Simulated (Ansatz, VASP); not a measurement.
One calculation of C, two programs

```
CELL_PARAMETERS angstrom
1.78014 -1.78014 0.00000
1.78014 0.00000 -1.78014
7.41714 6.97228 6.97228
ATOMIC_POSITIONS crystal
C 0.64410 0.64410 0.27087
C 0.99132 0.99132 0.10420
C 0.29689 0.29689 0.43753
C 0.60245 0.60245 0.77087
C 0.94967 0.94967 0.60420
C 0.25524 0.25524 0.93753
C 0.63369 0.63369 0.39587
C 0.98091 0.98091 0.22920
C 0.28647 0.28647 0.56253
C 0.59204 0.59204 0.89587
C 0.93926 0.93926 0.72920
C 0.32812 0.32812 0.06253
```

Alike in both runs: task single point; functional r2SCAN; k mesh 10 × 10 × 2; occupations gaussian, width 0.05 eV; no spin polarisation.

|  | VASP | Ansatz |
| --- | --- | --- |
| version | VASP 6.6.1 | Ansatz 0.2.0 |
| potentials or method | VASP PAW PBE potentials, release 64 (C), cutoff 520 eV | scalar-relativistic, plane waves, PAW |
| valence electrons in the cell | 48 | 48 |

```tsv
	VASP	Ansatz	Ansatz less VASP
gap on the k mesh at the Fermi level (eV)	3.77	3.80	+0.026
least direct gap on the mesh (eV)	5.36	5.40	+0.044
pressure (GPa)	1.2	0.1	-1.10
traceless stress, the component that is largest in VASP (GPa)	-15.33	-15.36	-0.021
rms of the force components (eV/Å)	0.661	0.665	+0.0034
```

VASP's potentials were made for PBE, not for r2SCAN. Atom by atom the forces differ by 0.005 eV/Å (rms over components). With one functional, cell and mesh, what is left measures potentials, basis and numerics.
